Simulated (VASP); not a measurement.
# BaTiO3 (P1) in VASP: single point with PBE

Aim: the single point of BaTiO3 with PBE.

All numbers are computed with VASP 6.6.1; they aren't measurements. Logs are shortened: lines on timing, memory, paths and dates and some standing lists are left out, and cuts for length are marked.

## 1. The cell of the first run

The typed cell holds 5 atoms: a = 3.711 Å, b = 4.186 Å, c = 3.896 Å, α = 89.40°, β = 84.42°, γ = 92.75°.

## 2. Single point, PBE

The input, INCAR:

```
PREC = Accurate ; ENCUT = 520
EDIFF = 1E-7 ; ISMEAR = -1
SIGMA = 0.05 ; LREAL = F
LASPH = T ; NELM = 60
ALGO = Normal ; ISIF = 2
LWAVE = F ; LCHARG = T
GGA = PE ; LELF = T
LVHAR = T ; NBANDS = 28
```

The input, KPOINTS:

```
regular mesh
0
Gamma
  6 6 6
```

The input, POSCAR:

```
BaTiO3
1.0
    3.7048483134     -0.0904990728      0.1850707500
   -0.1000989082      4.1848400834      0.0252851300
    0.1854048564      0.0216819228      3.8917432000
Ba Ti O
1 1 3
Direct
    0.0006206941      0.9799471082      0.9996957797
    0.5028633734      0.4618861567      0.4964387730
    0.4954676788      0.5013134329      1.0011911789
    0.4996935536      1.0267554127      0.4987680778
    1.0013547102      0.5300978894      0.5039061806
```

Potentials or basis: VASP PAW PBE potentials, release 64 (Ba_sv, Ti_sv, O).

Started as:

```bash
cat potpaw_PBE.64/Ba_sv/POTCAR potpaw_PBE.64/Ti_sv/POTCAR potpaw_PBE.64/O/POTCAR > POTCAR
mpirun -np 1 vasp_std > vasp.out
```

OUTCAR:

```text
PREC = Accurate
   ENCUT = 520
   EDIFF = 1E-7
   ISMEAR = -1
   LREAL = F
   LASPH = T
   NELM = 60
   ISIF = 2
   GGA = PE

 ion  position               nearest neighbor table
   1  0.001  0.980  1.000-   4 2.56   4 2.57   3 2.68   5 2.71   5 2.71   3 2.78   3 2.78   4 2.81
                             4 2.83   3 2.94   5 2.99   5 3.04   2 3.20   2 3.27   2 3.31   2 3.42
   2  0.503  0.462  0.496-   4 1.82   5 1.86   5 1.89   3 1.94   3 1.97   4 2.37   1 3.20   1 3.27
                             1 3.31   1 3.42   1 3.43   1 3.51   1 3.52   1 3.59
   3  0.495  0.501  0.001-   2 1.94   2 1.97   1 2.68   1 2.78   1 2.78   1 2.94
   4  0.500  0.027  0.499-   2 1.82   2 2.37   1 2.56   1 2.57   1 2.81   1 2.83
   5  0.001  0.530  0.504-   2 1.86   2 1.89   1 2.71   1 2.71   1 2.99   1 3.04

  LATTYP: Found a triclinic cell.
 ALAT       =     4.1861134305
 B/A-ratio  =     1.3589788522
 C/A-ratio  =     1.6573551247
 COS(alpha) =     0.0048888917
 COS(beta)  =     0.5835961282
 COS(gamma) =     0.7286836577

  Lattice vectors:

 A1 = (   0.1000989082,  -4.1848400834,  -0.0252851300)
 A2 = (   0.2855037646,  -4.1631581606,   3.8664580700)
 A3 = (  -3.7901542616,  -4.1160229334,  -4.1020990800)

Analysis of symmetry for initial positions (statically):
=====================================================================
 Subroutine PRICEL returns:
 Original cell was already a primitive cell.

 Routine SETGRP: Setting up the symmetry group for a
 triclinic supercell.

 Subroutine GETGRP returns: Found  1 space group operations
 (whereof  1 operations were pure point group operations)
 out of a pool of  2 trial point group operations.

The static configuration has the point symmetry C_1 .

Analysis of symmetry for dynamics (positions and initial velocities):
=====================================================================
 Subroutine PRICEL returns:
 Original cell was already a primitive cell.

 Routine SETGRP: Setting up the symmetry group for a
 triclinic supercell.

 Subroutine GETGRP returns: Found  1 space group operations
 (whereof  1 operations were pure point group operations)
 out of a pool of  2 trial point group operations.

The dynamic configuration has the point symmetry C_1 .

 Subroutine INISYM returns: Found  1 space group operations
 (whereof  1 operations are pure point group operations),
 and found     1 'primitive' translations

----------------------------------------------------------------------------------------

                                     Primitive cell

  volume of cell :      60.1566

  direct lattice vectors                    reciprocal lattice vectors
     3.704848313 -0.090499073  0.185070750     0.270722767  0.006553677 -0.012933899
    -0.100098908  4.184840083  0.025285130     0.005921404  0.239109147 -0.001614239
     0.185404856  0.021681923  3.891743200    -0.012912617 -0.001865180  0.257579817

  length of vectors
     3.710571693  4.186113430  3.896217422     0.271110777  0.239187903  0.257910017

  position of ions in fractional coordinates (direct lattice)
     0.000620694  0.979947108  0.999695780
     0.502863373  0.461886157  0.496438773
     0.495467679  0.501313433  0.001191179
     0.499693554  0.026755413  0.498768078
     0.001354710  0.530097889  0.503906181

  ion indices of the primitive-cell ions
   primitive index   ion index
                 1           1
                 2           2
                 3           3
                 4           4
                 5           5

----------------------------------------------------------------------------------------

 KPOINTS: regular mesh

Automatic generation of k-mesh.
 Grid dimensions read from file:
 generate k-points for:    6    6    6

 Generating k-lattice:

  Cartesian coordinates                     Fractional coordinates (reciprocal lattice)
     0.045120461  0.001092279 -0.002155650     0.166666667 -0.000000000  0.000000000
     0.000986901  0.039851524 -0.000269040    -0.000000000  0.166666667  0.000000000
    -0.002152103 -0.000310863  0.042929970    -0.000000000  0.000000000  0.166666667

  Length of vectors
     0.045185129  0.039864650  0.042985003

  Shift w.r.t. Gamma in fractional coordinates (k-lattice)
     0.000000000  0.000000000  0.000000000

 Subroutine IBZKPT returns following result:
 ===========================================

 Found    112 irreducible k-points:

 Following reciprocal coordinates:
            Coordinates               Weight
  0.000000  0.000000  0.000000      1.000000
  0.166667 -0.000000  0.000000      2.000000
  0.333333  0.000000  0.000000      2.000000
  0.500000  0.000000  0.000000      1.000000
 -0.000000  0.166667  0.000000      2.000000
  0.166667  0.166667  0.000000      2.000000
[... 16 lines left out ...]
  0.333333  0.000000  0.166667      2.000000
  0.500000  0.000000  0.166667      2.000000
 [... further k-points ...]
   k-points           NKPTS =    112   k-points in BZ     NKDIM =    112   number of bands    NBANDS=     28
   number of dos      NEDOS =    301   number of ions     NIONS =      5
   total plane-waves  NPLWV =  26880
   dimension x,y,z NGX =    28 NGY =   32 NGZ =   30
   dimension x,y,z NGXF=    56 NGYF=   64 NGZF=   60
   ions per type =               1   1   3
   NGX,Y,Z   is equivalent  to a cutoff of  12.54, 12.71, 12.80 a.u.
   NGXF,Y,Z  is equivalent  to a cutoff of  25.09, 25.42, 25.60 a.u.
 SYSTEM =  unknown system
   PREC   = accura    normal or accurate (medium, high low for compatibility)
   ISTART =      0    job   : 0-new  1-cont  2-samecut
   ICHARG =      2    charge: 1-file 2-atom 10-const
   ISPIN  =      1    spin polarized calculation?
   LNONCOLLINEAR =      F non collinear calculations
   LSORBIT =      F    spin-orbit coupling
   LASPH  =      T    aspherical Exc in radial PAW
   ENCUT  =  520.0 eV  38.22 Ry    6.18 a.u.   6.90  7.78  7.24*2*pi/ulx,y,z
   NELM   =     60;   NELMIN=  2; NELMDL= -5     # of ELM steps
   EDIFF  = 0.1E-06   stopping-criterion for ELM
   LREAL  =      F    real-space projection
   EDIFFG = 0.1E-05   stopping-criterion for IOM
   NSW    =      0    number of steps for IOM
   IBRION =     -1    ionic relax: 0-MD 1-quasi-New 2-CG
   NFREE  =      0    steps in history (QN), initial steepest desc. (CG)
   ISIF   =      2    stress and relaxation
   ISYM   =      2    0-nonsym 1-usesym 2-fastsym
   POTIM  = 0.5000    time-step for ionic-motion
   TEBEG  =    0.0;   TEEND  =   0.0 temperature during run
   PSTRESS=    0.0 pullay stress
   NELECT =      40.0000    total number of electrons
   NUPDOWN=      -1.0000    fix difference up-down
   EMIN   =  10.00;   EMAX   =-10.00  energy-range for DOS
   EFERMI =   0.00;   METHOD = LEGACY
   ISMEAR =    -1;   SIGMA  =   0.05  broadening in eV -4-tet -1-fermi 0-gaus
   EFERMI_NEDOS =   21; number of points for ismear=-14 and -15
   IALGO  =     38    algorithm
   IMIX   =      4    mixing-type and parameters
     AMIX     =   0.40;   BMIX     =  1.00
     AMIX_MAG =   1.60;   BMIX_MAG =  1.00
  volume/ion in A,a.u.               =      12.03        81.19
  Fermi-wavevector in a.u.,A,eV,Ry     =   1.428895  2.700220 27.779567  2.041741
  Thomas-Fermi vector in A             =   2.548907
   LORBIT       =      0    0 simple, 1 ext, 2 COOP (PROOUT), +10 PAW based schemes
   GGA     = PE    functional components
   LHFCALC =     F    Hartree Fock is set to
   AEXX    =    0.0000 exact exchange contribution
   IVDW    =     0    specifies the selected vdW correction
   LEPSILON=     F    determine dielectric tensor
   LRPA    =     F    only Hartree local field effects (RPA)
 non-spin polarized calculation
  energy-cutoff  :      520.00
  volume of cell :       60.16
 maximum number of plane-waves:      1641
   NGX = 13   NGY = 15   NGZ = 15

 number of electron      40.0000004 magnetization

 Free energy of the ion-electron system (eV)
  ---------------------------------------------------
  ext. energy  EPLUGINS =         0.00000000
  ---------------------------------------------------
  free energy    TOTEN  =       -39.13076803 eV

  energy without entropy =      -39.13076803  energy(sigma->0) =      -39.13076803

 E-fermi :   5.6421     XC(G=0): -11.5688

 val. band max:        4.7742359303   @ k =   0.5000   0.5000   0.5000
 cond. band min:       6.4711599154   @ k =   0.0000   0.0000   0.0000
 fundamental gap:      1.6969239851
 Fermi energy:         5.6421224711

 k-point     1 :       0.0000    0.0000    0.0000
  band No.  band energies     occupation
      1     -51.7073      2.00000
      2     -28.0824      2.00000
      3     -28.0120      2.00000
      4     -27.9423      2.00000
      5     -20.4169      2.00000
      6     -12.7953      2.00000
[... 20 lines left out ...]
     27      10.2190      0.00000
     28      12.0293      0.00000

 k-point     2 :       0.1667   -0.0000    0.0000
  band No.  band energies     occupation
      1     -51.7064      2.00000
      2     -28.0856      2.00000
      3     -28.0356      2.00000
      4     -27.9459      2.00000
      5     -20.3572      2.00000
      6     -12.7055      2.00000
[... 20 lines left out ...]
     27      10.7922      0.00000
     28      12.6835      0.00000

 k-point     3 :       0.3333    0.0000    0.0000
  band No.  band energies     occupation
      1     -51.7047      2.00000
      2     -28.1178      2.00000
      3     -28.0617      2.00000
      4     -27.9473      2.00000
      5     -20.2328      2.00000
      6     -12.8091      2.00000
[... 20 lines left out ...]
     27      11.9360      0.00000
     28      12.9035      0.00000

 k-point     4 :       0.5000    0.0000    0.0000
  band No.  band energies     occupation
      1     -51.7038      2.00000
      2     -28.1453      2.00000
      3     -28.0640      2.00000
      4     -27.9469      2.00000
      5     -20.1680      2.00000
      6     -12.9450      2.00000
[... 20 lines left out ...]
     27      12.7174      0.00000
     28      12.8618      0.00000

 k-point     5 :      -0.0000    0.1667    0.0000
  band No.  band energies     occupation
      1     -51.7071      2.00000
      2     -28.0904      2.00000
      3     -28.0127      2.00000
      4     -27.9420      2.00000
      5     -20.3888      2.00000
      6     -12.8753      2.00000
[... 20 lines left out ...]
     27      10.5659      0.00000
     28      12.5345      0.00000

 k-point     6 :       0.1667    0.1667    0.0000
  band No.  band energies     occupation
      1     -51.7063      2.00000
      2     -28.0929      2.00000
      3     -28.0370      2.00000
      4     -27.9456      2.00000
      5     -20.3294      2.00000
      6     -12.7648      2.00000
[... 463 lines left out ...]
      5     -20.3712      2.00000
      6     -12.8388      2.00000
[... 20 lines left out ...]
     27      10.6968      0.00000
     28      12.5579      0.00000

 k-point    22 :       0.1667   -0.0000    0.1667
  band No.  band energies     occupation
      1     -51.7060      2.00000
      2     -28.0849      2.00000
      3     -28.0352      2.00000
      4     -27.9642      2.00000
      5     -20.3264      2.00000
      6     -12.6945      2.00000
[... 20 lines left out ...]
     27      11.1090      0.00000
     28      13.1207      0.00000

 k-point    23 :       0.3333    0.0000    0.1667
  band No.  band energies     occupation
      1     -51.7043      2.00000
      2     -28.1163      2.00000
      3     -28.0610      2.00000
      4     -27.9661      2.00000
      5     -20.2142      2.00000
      6     -12.6524      2.00000
[... 20 lines left out ...]
     27      12.1399      0.00000
     28      13.2354      0.00000

 k-point    24 :       0.5000    0.0000    0.1667
  band No.  band energies     occupation
      1     -51.7034      2.00000
      2     -28.1439      2.00000
      3     -28.0632      2.00000
      4     -27.9658      2.00000
      5     -20.1455      2.00000
      6     -12.7966      2.00000
[... 20 lines left out ...]
     27      13.0894      0.00000
     28      13.2199      0.00000

 [... further k-points ...]
[... 5 lines left out ...]
  --------------------------------------------------------------------------------------
  -------------------------------------------------------------------------------------
  Total       12.5561495      5.4770629      8.6765095      2.1669759     -0.5561808     -5.5320226
  in kB      334.4132051    145.8729188    231.0851229     57.7139790    -14.8129962   -147.3366829
  external PRESSURE =     237.1237489 kB  Pullay stress =       0.0000000 kB

 VOLUME and BASIS-vectors are now :
 -----------------------------------------------------------------------------
  energy-cutoff  :      520.00
  volume of cell :       60.16
      direct lattice vectors                 reciprocal lattice vectors
     3.704848313 -0.090499073  0.185070750     0.270722767  0.006553677 -0.012933899
    -0.100098908  4.184840083  0.025285130     0.005921404  0.239109147 -0.001614239
     0.185404856  0.021681923  3.891743200    -0.012912617 -0.001865180  0.257579817

 POSITION                                       TOTAL-FORCE (eV/Angst)
 -----------------------------------------------------------------------------------
      0.08956      4.12254      3.91545        -0.003031      0.051578      0.004433
      1.90884      1.89817      2.03676        -0.005011      0.042333      0.004729
      1.78567      2.05310      0.10901        -0.006399     -0.023290     -0.008837
      1.94108      0.07756      2.03423         0.006771     -0.030070     -0.003853
      0.04538      2.22918      1.97473         0.007671     -0.040552      0.003527
 -----------------------------------------------------------------------------------
    total drift:                                0.000227      0.000191     -0.000123

  FREE ENERGIE OF THE ION-ELECTRON SYSTEM (eV)
  ---------------------------------------------------
  free  energy   TOTEN  =       -39.1307680276 eV

  energy  without entropy=      -39.1307680260  energy(sigma->0) =      -39.13076803
```

Run time: 1.9 min. Hardware: 1 thread of Intel Xeon Platinum 8488C (Sapphire Rapids), shared host; peak memory 0.31 GiB.

What came out:

| Quantity | Value |
| --- | --- |
| Free energy | -39.1308 eV |
| Pressure | 23.7 GPa |
| Largest force | 0.052 eV/Å |
| Band gap on the k mesh | 1.70 eV, indirect (least direct gap 1.99 eV) |

Forces on the atoms (eV/Å):
```
Ba  -0.003  0.052  0.004
Ti  -0.005  0.042  0.005
O   -0.006 -0.023 -0.009
O    0.007 -0.030 -0.004
O    0.008 -0.041  0.004
```

Stress tensor (GPa, compression positive):
```
 33.44   5.77 -14.73
  5.77  14.59  -1.48
-14.73  -1.48  23.11
```

Caveat: spin-orbit coupling is left out, which moves the levels of the heavy elements.
